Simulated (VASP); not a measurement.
Sb:

```
Sb
1.0
     0.00000    3.27107    3.27107
     3.27107    0.00000    3.27107
     3.27107    3.27107    0.00000
Sb
2
Direct
  0.87500 0.87500 0.87500
  0.12500 0.12500 0.12500
```

- Program: VASP 6.6.1
- Task: relaxation of cell and atoms
- Functional: PBE
- Potentials or basis: VASP PAW PBE potentials, release 64 (Sb)
- Cutoff: 600 eV
- k mesh: 11 × 11 × 11
- Occupations: fermi-dirac, width 0.05 eV
- Spin: no spin polarisation

At the start: pressure 9.2 GPa; volume 35.00 Å³/atom.

Problem. Where does the relaxation end?

Solution. Over 5 steps the energy falls by 184.4 meV/atom and the volume is 42.60 Å³/atom (+21.7 %); space group Fd-3m (No. 227, to 0.05 Å).

The path:
```csv
step,energy change (eV),largest force (eV/Å),pressure (GPa),volume (Å³)
1,0.0000,0.0000,9.22,70.00
2,-0.3172,0.0000,-2.13,92.44
3,-0.3688,0.0000,0.06,85.05
4,-0.3688,0.0000,-0.05,85.37
5,-0.3688,0.0000,0.01,85.20
```

Final structure:
```xyz
2
Lattice="0.0000 3.4925 3.4925 3.4925 0.0000 3.4925 3.4925 3.4925 0.0000" Properties=species:S:1:pos:R:3 pbc="T T T"
Sb    6.1119    6.1119    6.1119
Sb    0.8731    0.8731    0.8731
```

Caveat: the volume moved by over 15 % at a fixed basis, so the end points are rough.
